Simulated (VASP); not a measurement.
The system is SbRh3N4.

```
Sb Rh N
1.0
     4.34323    0.00000    0.00000
     0.00000    4.34323    0.00000
     0.00000    0.00000    4.34323
Sb Rh N
1 3 4
Direct
  0.00000 0.00000 0.00000
  0.00000 0.50000 0.00000
  0.00000 0.00000 0.50000
  0.50000 0.00000 0.00000
  0.76292 0.23708 0.76292
  0.23708 0.76292 0.76292
  0.76292 0.76292 0.23708
  0.23708 0.23708 0.23708
```

* Program: VASP 6.6.1
* Task: relaxation of cell and atoms
* Functional: PBEsol
* Potentials or basis: VASP PAW PBE potentials, release 64 (Sb, Rh_pv, N)
* Cutoff: 600 eV
* k mesh: 6 × 6 × 6
* Occupations: fermi-dirac, width 0.03 eV
* Spin: no spin polarisation

At the start: pressure 196.8 GPa; volume 10.24 Å³/atom.

Q: How do energy, volume and symmetry change on relaxing?

A: Over 18 steps the energy falls by 2472.8 meV/atom and the volume is 16.69 Å³/atom (+63.0 %); space group P-43m (No. 215, to 0.05 Å).

Step by step:
| step | energy change (eV) | largest force (eV/Å) | pressure (GPa) | volume (Å³) |
| --- | --- | --- | --- | --- |
| 1 | 0.0000 | 13.5610 | 196.83 | 81.93 |
| 2 | 20.4483 | 0.5895 | -24.99 | 339.98 |
| 3 | 2.7241 | 2.4743 | -26.93 | 234.12 |
| 4 | -7.5112 | 2.9582 | -29.62 | 183.67 |
| 5 | -18.3359 | 1.7658 | -13.20 | 126.04 |
| 6 | -18.5653 | 0.2318 | 18.47 | 106.37 |
| 7 | -18.9909 | 0.9427 | -0.67 | 115.80 |
| 8 | -19.0035 | 0.8155 | 1.34 | 114.57 |
| 9 | -19.0026 | 0.7372 | 2.57 | 113.84 |
| 10 | -19.1234 | 0.7127 | 1.18 | 116.03 |
| 11 | -19.3894 | 0.7561 | -1.91 | 122.77 |
| 12 | -19.7046 | 0.6091 | -4.71 | 137.02 |
| 13 | -19.7663 | 0.0866 | -1.99 | 136.42 |
| 14 | -19.7684 | 0.0367 | -1.38 | 136.29 |
| 15 | -19.7746 | 0.0207 | -1.05 | 135.57 |
| 16 | -19.7820 | 0.0166 | -0.12 | 133.58 |
| 17 | -19.7820 | 0.0176 | -0.09 | 133.53 |
| 18 | -19.7820 | 0.0024 | -0.01 | 133.51 |

Final structure:
```cif
data_structure
_symmetry_space_group_name_H-M 'P 1'
_symmetry_Int_Tables_number 1
_cell_length_a 5.1109
_cell_length_b 5.1109
_cell_length_c 5.1109
_cell_angle_alpha 90.000
_cell_angle_beta 90.000
_cell_angle_gamma 90.000
_cell_volume 133.51
loop_
_atom_site_label
_atom_site_type_symbol
_atom_site_fract_x
_atom_site_fract_y
_atom_site_fract_z
_atom_site_occupancy
Sb1 Sb 0.00000 0.00000 0.00000 1
Rh1 Rh 0.00000 0.50000 0.00000 1
Rh2 Rh 0.00000 0.00000 0.50000 1
Rh3 Rh 0.50000 0.00000 0.00000 1
N1 N 0.76604 0.23396 0.76604 1
N2 N 0.23396 0.76604 0.76604 1
N3 N 0.76604 0.76604 0.23396 1
N4 N 0.23396 0.23396 0.23396 1
```

Caveat: the volume moved by over 15 % at a fixed basis, so the end points are rough; the PAW data sets were made with another functional, which shifts forces and pressure a little.
